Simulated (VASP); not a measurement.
A run of VASP 6.6.1 is set up as follows.

File INCAR:

```
ALGO = Normal ; EDIFF = 1E-6
EDIFFG = -0.005 ; ENCUT = 600
GGA = PS ; IBRION = 2
ISIF = 3 ; ISMEAR = -1
LASPH = T ; LCHARG = F
LREAL = F ; LWAVE = F
NELM = 60 ; NSW = 80
PREC = Accurate ; SIGMA = 0.02
```

Contents of KPOINTS:

```
k-points
0
Gamma
  6 6 6
```

The input POSCAR:

```
CdTe
1.0
    0.0000000000      3.3103965061      3.3103965061
    3.3103965061      0.0000000000      3.3103965061
    3.3103965061      3.3103965061      0.0000000000
Cd Te
1 1
Direct
    0.0000000000      0.0000000000      0.0000000000
    0.2500000000      0.2500000000      0.2500000000
```

Potentials or basis: VASP PAW PBE potentials, release 64 (Cd, Te).

Run with:

```bash
$ cat potpaw_PBE.64/Cd/POTCAR potpaw_PBE.64/Te/POTCAR > POTCAR
$ mpirun -np 1 vasp_std > vasp.out
```

Question: Predict the band gap on the k mesh.

Answer: 0.64 eV, direct.

Question: Predict the relaxed cell.

Answer: a = 4.594 Å, b = 4.594 Å, c = 4.594 Å, α = 60.00°, β = 60.00°, γ = 60.00°.

Question: Estimate the relaxed volume.

Answer: 34.27 Å³/atom.

Step by step:
```csv
step,energy change (eV),largest force (eV/Å),pressure (GPa),volume (Å³)
1,0.0000,0.0000,-2.05,72.56
2,-0.0261,0.0000,0.48,67.79
3,-0.0272,0.0000,0.01,68.54
```

Caveat: the PAW data sets were made with another functional, which shifts forces and pressure a little; spin-orbit coupling is left out, which moves the levels of the heavy elements. PBEsol gaps usually lie below the measured ones, often by a third to a half.
